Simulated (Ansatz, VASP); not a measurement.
# One calculation of Sn3Te, two programs

File INCAR:

```
ALGO = Fast ; EDIFF = 1E-7
EDIFFG = -0.01 ; ENCUT = 600
GGA = PE ; IBRION = 2
ISIF = 3 ; ISMEAR = 0
LASPH = T ; LCHARG = F
LREAL = F ; LWAVE = F
NELM = 80 ; NSW = 100
PREC = Accurate ; SIGMA = 0.1
```

KPOINTS

```
k-points
0
Gamma
  10 10 10
```

Contents of POSCAR:

```
Sn3Te
1.0
   -3.1334954809      3.1334954809      3.1334954809
    3.1334954809     -3.1334954809      3.1334954809
    3.1334954809      3.1334954809     -3.1334954809
Sn Te
3 1
Direct
    0.0000000000      0.5000000000      0.5000000000
    0.5000000000      0.0000000000      0.5000000000
    0.5000000000      0.5000000000      0.0000000000
    0.0000000000      0.0000000000      0.0000000000
```

Input for Ansatz:

```yaml
crystal:
  lattice:
    - [-3.1334954809, 3.1334954809, 3.1334954809]
    - [3.1334954809, -3.1334954809, 3.1334954809]
    - [3.1334954809, 3.1334954809, -3.1334954809]
  atoms:
    - { symbol: Sn, position: [0.0, 0.5, 0.5] }
    - { symbol: Sn, position: [0.5, 0.0, 0.5] }
    - { symbol: Sn, position: [0.5, 0.5, 0.0] }
    - { symbol: Te, position: [0.0, 0.0, 0.0] }
basis:
  ecutwfc: 420
kpoints:
  mp_grid: { grid: [10, 10, 10] }
hamiltonian:
  xc: pbe
scf:
  occupations: { method: gaussian, width: 0.1 }
output:
  forces: true
  stress: true
  eigenvalues: true
relax:
  adjacent_minimum: "off"
  f_tol: 0.01
  max_steps: 80
  cell: { stress_tol: 0.05 }
```

Alike in both runs: task relaxation of cell and atoms; functional PBE; k mesh 10 × 10 × 10; occupations gaussian, width 0.1 eV; no spin polarisation.

|  | VASP | Ansatz |
| --- | --- | --- |
| version | VASP 6.6.1 | Ansatz 0.2.0 |
| potentials or method | VASP PAW PBE potentials, release 64 (Sn_d, Te), cutoff 600 eV | scalar-relativistic, plane waves, PAW |
| valence electrons in the cell | 48 | 58 |

VASP gave:

| Item | Value |
| --- | --- |
| gap on the k mesh at the Fermi level, each at its own relaxed structure (eV) | none |
| relaxed volume (Å³/atom) | 30.61 |
| relaxed cell length with the largest relative difference (Å) | 5.418 |

**Question.** Estimate Ansatz's values.

**Answer.** gap on the k mesh at the Fermi level, each at its own relaxed structure (eV): none; relaxed volume (Å³/atom): 30.62; relaxed cell length with the largest relative difference (Å): 5.419.

A gap of «none» marks a metal or a gap that the smearing closes. VASP's potentials hold 48 valence electrons a cell and Ansatz's 58, so a difference there can come from the potentials and not from the codes.

Neither program's run includes spin-orbit coupling.
